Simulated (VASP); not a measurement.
Runs of VASP 6.6.1 on AgCl. The structure is that of space group Fm-3m (No. 225), or close to it. The cells are those of the table. 

```tsv
task	cell	k mesh	cutoff (eV)	smearing	gap on the mesh (eV)	pressure (GPa)
single point	a = 3.922 Å, angles 60.0°, 2 atoms	6 × 6 × 6	500	gaussian 0.1 eV	(a)	(b)
single point	a = 3.662 Å, angles 60.0°, 2 atoms	10 × 10 × 10	520	gaussian 0.01 eV	0.73	9.1
relaxation of cell and atoms	relaxed to 9 GPa from a = 3.786 Å, angles 60.0°, 2 atoms	10 × 10 × 10	600	gaussian 0.01 eV	0.72	9.0
relaxation of cell and atoms	relaxed to 1 GPa from a = 3.786 Å, angles 60.0°, 2 atoms	10 × 10 × 10	600	gaussian 0.01 eV	0.66	1.0
single point	a = 3.769 Å, angles 60.0°, 2 atoms	10 × 10 × 10	520	gaussian 0.01 eV	0.66	1.0
```

Alike in all rows: level LDA; potentials or basis VASP PAW LDA potentials, release 64 (Ag, Cl); no spin polarisation.

Q: Fill in the values left out.

A: (a) 0.64; (b) -5.6.

Caveats: the cell is relaxed towards a set pressure, so the enthalpy falls and the energy may rise (some runs).

A k mesh can miss the band edges, and the runs leave out spin-orbit coupling on Ag.
